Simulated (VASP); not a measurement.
# TiSi (Cmmm) in VASP: a series of runs

Runs on TiSi. Level: PBEsol. Tasks: single point.

Everything below comes from runs of VASP 6.6.1. Logs are shortened: lines on timing, memory, paths and dates and some standing lists are left out, and cuts for length are marked.

## Step 1: The cell of the first run

It takes space group Cmmm (No. 65, orthorhombic). Conventional cell: a = 3.574 Å, b = 4.167 Å, c = 3.930 Å, α = 90.00°, β = 90.00°, γ = 90.00°. Ti (site symmetry mmm) has 8 Si at 2.66 to 2.86 Å and 4 Ti at 2.74 Å within 3.5 Å. Si (site symmetry mmm) has 8 Ti at 2.66 to 2.86 Å and 4 Si at 2.74 Å within 3.5 Å.

## Step 2: Single point, PBEsol

INCAR reads:

```
SYSTEM = TiSi
PREC = Accurate ; ENCUT = 520
EDIFF = 1E-6 ; ISMEAR = 0
SIGMA = 0.15 ; LREAL = .False.
LASPH = .True. ; NELM = 60
ALGO = Normal ; ISIF = 2
LWAVE = .False. ; LCHARG = .False.
GGA = PS ; NBANDS = 15
```

KPOINTS reads:

```
regular mesh
0
Gamma
  20 20 14
  0 0 0
```

POSCAR reads:

```
TiSi
1.0
    1.7868796831     -2.0834628005      0.0000000000
    1.7868796831      2.0834628005      0.0000000000
    0.0000000000      0.0000000000      3.9296979699
Ti Si
1 1
Direct
    0.5000000000      0.5000000000      0.0000000000
    0.0000000000      0.0000000000      0.5000000000
```

Potentials or basis: VASP PAW PBE potentials, release 64 (Ti_sv, Si).

On the command line:

```bash
> cat potpaw_PBE.64/Ti_sv/POTCAR potpaw_PBE.64/Si/POTCAR > POTCAR
> mpirun -np 1 vasp_std > vasp.out
```

OUTCAR:

```text
SYSTEM = TiSi
   PREC = Accurate
   ENCUT = 520
   EDIFF = 1E-6
   ISMEAR = 0
   LREAL = .False.
   LASPH = .True.
   NELM = 60
   ISIF = 2
   GGA = PS

 ion  position               nearest neighbor table
   1  0.500  0.500  0.000-   2 2.66   2 2.66   2 2.66   2 2.66   2 2.86   2 2.86   2 2.86   2 2.86

   2  0.000  0.000  0.500-   1 2.66   1 2.66   1 2.66   1 2.66   1 2.86   1 2.86   1 2.86   1 2.86

  LATTYP: Found a base centered orthorhombic cell.
 ALAT       =     3.5737593662
 B/A-ratio  =     1.1659782246
 C/A-ratio  =     1.0995978093

  Lattice vectors:

 A1 = (   1.7868796831,  -2.0834628005,   0.0000000000)
 A2 = (   1.7868796831,   2.0834628005,   0.0000000000)
 A3 = (   0.0000000000,   0.0000000000,   3.9296979699)

Analysis of symmetry for initial positions (statically):
=====================================================================
 Subroutine PRICEL returns:
 Original cell was already a primitive cell.

 Routine SETGRP: Setting up the symmetry group for a
 base centered orthorhombic supercell.

 Subroutine GETGRP returns: Found  8 space group operations
 (whereof  8 operations were pure point group operations)
 out of a pool of  8 trial point group operations.

The static configuration has the point symmetry D_2h.

Analysis of symmetry for dynamics (positions and initial velocities):
=====================================================================
 Subroutine PRICEL returns:
 Original cell was already a primitive cell.

 Routine SETGRP: Setting up the symmetry group for a
 base centered orthorhombic supercell.

 Subroutine GETGRP returns: Found  8 space group operations
 (whereof  8 operations were pure point group operations)
 out of a pool of  8 trial point group operations.

The dynamic configuration has the point symmetry D_2h.

 Subroutine INISYM returns: Found  8 space group operations
 (whereof  8 operations are pure point group operations),
 and found     1 'primitive' translations

----------------------------------------------------------------------------------------

                                     Primitive cell

  volume of cell :      29.2597

  direct lattice vectors                    reciprocal lattice vectors
     1.786879683 -2.083462800  0.000000000     0.279817385 -0.239985086  0.000000000
     1.786879683  2.083462800  0.000000000     0.279817385  0.239985086  0.000000000
     0.000000000  0.000000000  3.929697970     0.000000000  0.000000000  0.254472483

  length of vectors
     2.744768887  2.744768887  3.929697970     0.368633437  0.368633437  0.254472483

  position of ions in fractional coordinates (direct lattice)
     0.500000000  0.500000000  0.000000000
     0.000000000  0.000000000  0.500000000

  ion indices of the primitive-cell ions
   primitive index   ion index
                 1           1
                 2           2

----------------------------------------------------------------------------------------

 KPOINTS: regular mesh

Automatic generation of k-mesh.
 Grid dimensions read from file:
 generate k-points for:   20   20   14

 Generating k-lattice:

  Cartesian coordinates                     Fractional coordinates (reciprocal lattice)
     0.013990869 -0.011999254  0.000000000     0.050000000  0.000000000  0.000000000
     0.013990869  0.011999254  0.000000000     0.000000000  0.050000000  0.000000000
     0.000000000  0.000000000  0.018176606     0.000000000  0.000000000  0.071428571

  Length of vectors
     0.018431672  0.018431672  0.018176606

  Shift w.r.t. Gamma in fractional coordinates (k-lattice)
     0.000000000  0.000000000  0.000000000

 Subroutine IBZKPT returns following result:
 ===========================================

 Found    888 irreducible k-points:

 Following reciprocal coordinates:
            Coordinates               Weight
  0.000000  0.000000  0.000000      1.000000
  0.050000  0.000000  0.000000      4.000000
  0.100000 -0.000000  0.000000      4.000000
  0.150000  0.000000  0.000000      4.000000
  0.200000 -0.000000  0.000000      4.000000
  0.250000 -0.000000  0.000000      4.000000
[... 16 lines left out ...]
 -0.400000  0.050000  0.000000      4.000000
 -0.350000  0.050000  0.000000      4.000000
 [... further k-points ...]
   k-points           NKPTS =    888   k-points in BZ     NKDIM =    888   number of bands    NBANDS=     15
   number of dos      NEDOS =    301   number of ions     NIONS =      2
   total plane-waves  NPLWV =  12000
   dimension x,y,z NGX =    20 NGY =   20 NGZ =   30
   dimension x,y,z NGXF=    40 NGYF=   40 NGZF=   60
   ions per type =               1   1
   NGX,Y,Z   is equivalent  to a cutoff of  12.11, 12.11, 12.69 a.u.
   NGXF,Y,Z  is equivalent  to a cutoff of  24.23, 24.23, 25.38 a.u.
 SYSTEM =  TiSi
   PREC   = accura    normal or accurate (medium, high low for compatibility)
   ISTART =      0    job   : 0-new  1-cont  2-samecut
   ICHARG =      2    charge: 1-file 2-atom 10-const
   ISPIN  =      1    spin polarized calculation?
   LNONCOLLINEAR =      F non collinear calculations
   LSORBIT =      F    spin-orbit coupling
   LASPH  =      T    aspherical Exc in radial PAW
   ENCUT  =  520.0 eV  38.22 Ry    6.18 a.u.   5.10  5.10  7.31*2*pi/ulx,y,z
   NELM   =     60;   NELMIN=  2; NELMDL= -5     # of ELM steps
   EDIFF  = 0.1E-05   stopping-criterion for ELM
   LREAL  =      F    real-space projection
   EDIFFG = 0.1E-04   stopping-criterion for IOM
   NSW    =      0    number of steps for IOM
   IBRION =     -1    ionic relax: 0-MD 1-quasi-New 2-CG
   NFREE  =      0    steps in history (QN), initial steepest desc. (CG)
   ISIF   =      2    stress and relaxation
   ISYM   =      2    0-nonsym 1-usesym 2-fastsym
   POTIM  = 0.5000    time-step for ionic-motion
   TEBEG  =    0.0;   TEEND  =   0.0 temperature during run
   PSTRESS=    0.0 pullay stress
   NELECT =      16.0000    total number of electrons
   NUPDOWN=      -1.0000    fix difference up-down
   EMIN   =  10.00;   EMAX   =-10.00  energy-range for DOS
   EFERMI =   0.00;   METHOD = LEGACY
   ISMEAR =     0;   SIGMA  =   0.15  broadening in eV -4-tet -1-fermi 0-gaus
   EFERMI_NEDOS =   21; number of points for ismear=-14 and -15
   IALGO  =     38    algorithm
   IMIX   =      4    mixing-type and parameters
     AMIX     =   0.40;   BMIX     =  1.00
     AMIX_MAG =   1.60;   BMIX_MAG =  1.00
  volume/ion in A,a.u.               =      14.63        98.73
  Fermi-wavevector in a.u.,A,eV,Ry     =   1.338725  2.529824 24.384157  1.792185
  Thomas-Fermi vector in A             =   2.467173
   LORBIT       =      0    0 simple, 1 ext, 2 COOP (PROOUT), +10 PAW based schemes
   GGA     = PS    functional components
   LHFCALC =     F    Hartree Fock is set to
   AEXX    =    0.0000 exact exchange contribution
   IVDW    =     0    specifies the selected vdW correction
   LEPSILON=     F    determine dielectric tensor
   LRPA    =     F    only Hartree local field effects (RPA)
 non-spin polarized calculation
 Gauss-broadening in eV      SIGMA  =   0.15
  energy-cutoff  :      520.00
  volume of cell :       29.26
 maximum number of plane-waves:       814
   NGX = 11   NGY = 11   NGZ = 15

 number of electron      16.0000007 magnetization

 Free energy of the ion-electron system (eV)
  ---------------------------------------------------
  ext. energy  EPLUGINS =         0.00000000
  ---------------------------------------------------
  free energy    TOTEN  =       -15.30481552 eV

  energy without entropy =      -15.29156390  energy(sigma->0) =      -15.29818971

 E-fermi :  10.0567     XC(G=0): -11.8342

 val. band max:       10.0556894625   @ k =  -0.4000   0.2000   0.2143
 cond. band min:      10.0568192659   @ k =   0.5000   0.4500   0.0714
 fundamental gap:      0.0011298034
 Fermi energy:        10.0566747905

 k-point     1 :       0.0000    0.0000    0.0000
  band No.  band energies     occupation
      1     -46.4150      2.00000
      2     -22.9382      2.00000
      3     -22.4615      2.00000
      4     -22.3436      2.00000
      5      -1.7670      2.00000
      6       7.4914      2.00000
      7       7.8775      2.00000
      8       8.9458      2.00000
      9      11.8318      0.00000
     10      12.4632      0.00000
     11      13.1217      0.00000
     12      15.6835      0.00000
     13      15.8514      0.00000
     14      16.4978      0.00000
     15      18.4732      0.00000

 k-point     2 :       0.0500    0.0000    0.0000
  band No.  band energies     occupation
      1     -46.4129      2.00000
      2     -22.9361      2.00000
      3     -22.4690      2.00000
      4     -22.3513      2.00000
      5      -1.7153      2.00000
      6       7.5382      2.00000
      7       7.8547      2.00000
      8       8.9540      2.00000
      9      11.8683      0.00000
     10      12.4652      0.00000
     11      13.0621      0.00000
     12      15.2753      0.00000
     13      15.9239      0.00000
     14      16.3110      0.00000
     15      18.9434      0.00000

 k-point     3 :       0.1000   -0.0000    0.0000
  band No.  band energies     occupation
      1     -46.4069      2.00000
      2     -22.9302      2.00000
      3     -22.4976      2.00000
      4     -22.3666      2.00000
      5      -1.5606      2.00000
      6       7.6712      2.00000
      7       7.7890      2.00000
      8       8.9613      2.00000
      9      11.9730      0.00000
     10      12.4762      0.00000
     11      12.9030      0.00000
     12      14.3233      0.00000
     13      15.9286      0.00000
     14      16.3558      0.00000
     15      19.6680      0.00000
[... 343 lines left out ...]
 k-point    23 :      -0.4000    0.0500    0.0000
  band No.  band energies     occupation
      1     -46.3367      2.00000
      2     -22.9803      2.00000
      3     -22.8605      2.00000
      4     -22.3745      2.00000
      5       1.2783      2.00000
      6       5.3004      2.00000
      7       7.1215      2.00000
      8       9.2066      2.00000
      9      11.5189      0.00000
     10      12.2970      0.00000
     11      13.5584      0.00000
     12      14.2139      0.00000
     13      15.3435      0.00000
     14      17.9981      0.00000
     15      18.7388      0.00000

 k-point    24 :      -0.3500    0.0500    0.0000
  band No.  band energies     occupation
      1     -46.3463      2.00000
      2     -22.9112      2.00000
      3     -22.8700      2.00000
      4     -22.3783      2.00000
      5       0.5988      2.00000
      6       6.2742      2.00000
      7       7.2274      2.00000
      8       9.0679      2.00000
      9      11.5695      0.00000
     10      12.2513      0.00000
     11      13.0447      0.00000
     12      13.7618      0.00000
     13      15.5964      0.00000
     14      18.4350      0.00000
     15      18.8456      0.00000

 [... further k-points ...]
[... 5 lines left out ...]
  --------------------------------------------------------------------------------------
  -------------------------------------------------------------------------------------
  Total       -0.5131011     -0.6785180     -1.5836994      0.0000000      0.0000000      0.0000000
  in kB      -28.0959222    -37.1536712    -86.7187687      0.0000000      0.0000000      0.0000000
  external PRESSURE =     -50.6561207 kB  Pullay stress =       0.0000000 kB

 VOLUME and BASIS-vectors are now :
 -----------------------------------------------------------------------------
  energy-cutoff  :      520.00
  volume of cell :       29.26
      direct lattice vectors                 reciprocal lattice vectors
     1.786879683 -2.083462800  0.000000000     0.279817385 -0.239985086  0.000000000
     1.786879683  2.083462800  0.000000000     0.279817385  0.239985086  0.000000000
     0.000000000  0.000000000  3.929697970     0.000000000  0.000000000  0.254472483

 POSITION                                       TOTAL-FORCE (eV/Angst)
 -----------------------------------------------------------------------------------
      1.78688      0.00000      0.00000         0.000000      0.000000      0.000000
      0.00000      0.00000      1.96485         0.000000     -0.000000      0.000000
 -----------------------------------------------------------------------------------
    total drift:                                0.000000      0.000000     -0.000000

  FREE ENERGIE OF THE ION-ELECTRON SYSTEM (eV)
  ---------------------------------------------------
  free  energy   TOTEN  =       -15.3048155241 eV

  energy  without entropy=      -15.2915638951  energy(sigma->0) =      -15.29818971
```

Wall time 2.9 min (1 thread of Intel Xeon Platinum 8559C (Emerald Rapids), shared host); peak memory 0.46 GiB.

What came out:

```yaml
Free_energy: -15.3048 eV
Pressure: -5.1 GPa
Band_gap_on_the_k_mesh: zero (band 8 reaches 10.84 eV, above the bottom of band 9 at 9.04 eV)
```

Stress tensor (GPa, compression positive):
```
-2.81  0.00  0.00
 0.00 -3.72  0.00
 0.00  0.00 -8.67
```

Caveat: the PAW data sets were made with another functional, which shifts forces and pressure a little.

## Step 3: Single point, PBEsol

This run uses another cell than the first one, of the same volume but with other edges.

INCAR is that of step 2.

KPOINTS is that of step 2.

POSCAR reads:

```
TiSi
1.0
    1.9564184432     -2.2811413030      0.0000000000
    1.9564184432      2.2811413030      0.0000000000
    0.0000000000      0.0000000000      3.2781309473
Ti Si
1 1
Direct
    0.5000000000      0.5000000000      0.0000000000
    0.0000000000      0.0000000000      0.5000000000
```

Potentials or basis: VASP PAW PBE potentials, release 64 (Ti_sv, Si).

On the command line:

```bash
> cat potpaw_PBE.64/Ti_sv/POTCAR potpaw_PBE.64/Si/POTCAR > POTCAR
> mpirun -np 1 vasp_std > vasp.out
```

Run time: 2.1 min. Hardware: 1 thread of Intel Xeon Platinum 8559C (Emerald Rapids), shared host; peak memory 0.46 GiB.

The run converged. Its results:

| Property | Result |
| --- | --- |
| Free energy | -15.0720 eV |
| Pressure | 0.5 GPa |
| Band gap on the k mesh | zero (band 8 reaches 11.15 eV, above the bottom of band 9 at 9.48 eV) |

Stress tensor (GPa, compression positive):
```
-8.07  0.00  0.00
 0.00  0.88  0.00
 0.00  0.00  8.69
```

Levels at points of the mesh, in eV from the Fermi level:
```
           k point  band 4  band 5  band 6  band 7  band 8  band 9  band 10  band 11  band 12  band 13
(0.00, 0.00, 0.00)  -32.60  -11.32   -1.78   -1.30    1.26    1.58     2.11     2.28     3.35     3.90
(0.50, 0.00, 0.00)  -32.61   -8.04   -6.17   -1.26   -0.90    0.72     2.22     3.73     5.92     7.70
(0.50, 0.50, 0.00)  -32.69   -6.97   -3.96   -2.05   -1.45    0.25     0.32     3.40     3.79     4.58
(0.00, 0.00, 0.50)  -32.59   -8.95   -6.25   -0.60   -0.52    0.84     2.19     2.74     6.48     7.14
(0.50, 0.00, 0.50)  -32.60   -7.59   -3.74   -3.05   -1.61    0.99     1.15     2.89     4.20     5.19
(0.50, 0.50, 0.50)  -32.81   -4.70   -4.16   -3.82   -3.44    2.20     2.99     3.16     3.45     4.63
```

Caveat: the PAW data sets were made with another functional, which shifts forces and pressure a little.

[end of part 1 of 2]
